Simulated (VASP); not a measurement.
Input of a VASP 6.6.1 run:

INCAR

```
SYSTEM = WS2
PREC = Accurate
ENCUT = 520
EDIFF = 1E-6
ISMEAR = 0
SIGMA = 0.05
LREAL = .False.
LASPH = .True.
NELM = 80
ALGO = Normal
ISIF = 2
LWAVE = .False.
LCHARG = .False.
GGA = PS
IVDW = 12
NBANDS = 35
```

File KPOINTS:

```
regular mesh
0
Gamma
  12 12 4
  0 0 0
```

File POSCAR:

```
WS2
1.0
    3.1147273971      0.0000000000      0.0000000000
   -1.5573636985      2.6974330517      0.0000000000
    0.0000000000      0.0000000000     11.7722466704
W S
2 4
Direct
    0.3333333333      0.6666666667      0.2500000000
    0.6666666667      0.3333333333      0.7500000000
    0.2112263489      0.6056131745      0.6409136884
    0.5445596822      0.2722798411      0.1409136884
    0.2112263489      0.6056131745      0.9080073060
    0.5445596822      0.2722798411      0.4080073060
```

Potentials or basis: VASP PAW PBE potentials, release 64 (W_sv, S).

Run with:

```console
$ cat potpaw_PBE.64/W_sv/POTCAR potpaw_PBE.64/S/POTCAR > POTCAR
$ mpirun -np 1 vasp_std > vasp.out
```

(1) Predict the largest force.

(2) Predict the pressure.

(3) Estimate the band gap on the k mesh.

(4) What does it give for the dispersion energy per atom?

Answers

(1) 15.124 eV/Å.

(2) 18.5 GPa.

(3) zero (bands 26 and 27 overlap by 0.17 eV).

(4) -0.416 eV.

Caveat: the cell differs from its parent crystal (all S atoms moved +0.438 Å, as atom 3 towards its neighbour atom 2 (W) at 2.389 Å); the cell stands under pressure; the PAW data sets were made with another functional, which shifts forces and pressure a little; spin-orbit coupling is left out, which moves the levels of the heavy elements.
